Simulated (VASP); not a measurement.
Write the native input for VASP 6.6.1 that does the following.

* Task: single point
* Functional: LDA
* Potentials or basis: VASP PAW LDA potentials, release 64 (W_sv, C)
* Cutoff: 520 eV
* k mesh: 18 × 18 × 14
* Occupations: gaussian, width 0.1 eV
* Spin: no spin polarisation
* Dipole correction: no
* Further INCAR settings: ALGO = Normal; EDIFF = 1e-06; NBANDS = 16

The structure of WC lies in POSCAR:

```
WC
1.0
    2.9216789062      0.0000000000      0.0000000000
   -1.4608394531      2.5302481545      0.0000000000
    0.0000000000      0.0000000000      2.8470525963
W C
1 1
Direct
    0.0000000000      0.0000000000      0.0000000000
    0.6666666667      0.3333333333      0.5000000000
```

One way to write it, as run:

INCAR

```
ALGO = Normal
EDIFF = 1E-6
ENCUT = 520
ISIF = 2
ISMEAR = 0
LASPH = T
LCHARG = T
LELF = T
LREAL = F
LVHAR = T
LWAVE = F
NBANDS = 16
NELM = 80
PREC = Accurate
SIGMA = 0.1
```

KPOINTS

```
k-points
0
Gamma
  18 18 14
```

Potentials or basis: VASP PAW LDA potentials, release 64 (W_sv, C).

The run is started by

```bash
$ cat potpaw_LDA.64/W_sv/POTCAR potpaw_LDA.64/C/POTCAR > POTCAR
$ mpirun -np 1 vasp_std > vasp.out
```

Results of the run:

```yaml
Pressure: -12.7 GPa
Band_gap_on_the_k_mesh: zero (bands 9 and 10 overlap by 1.21 eV)
```

Caveat: the cell stands under tension; spin-orbit coupling is left out, which moves the levels of the heavy elements.

Run time: 36 s on 1 thread of Intel(R) Xeon(R) 6975P-C (Granite Rapids) (shared host), peak memory 0.2 GiB.
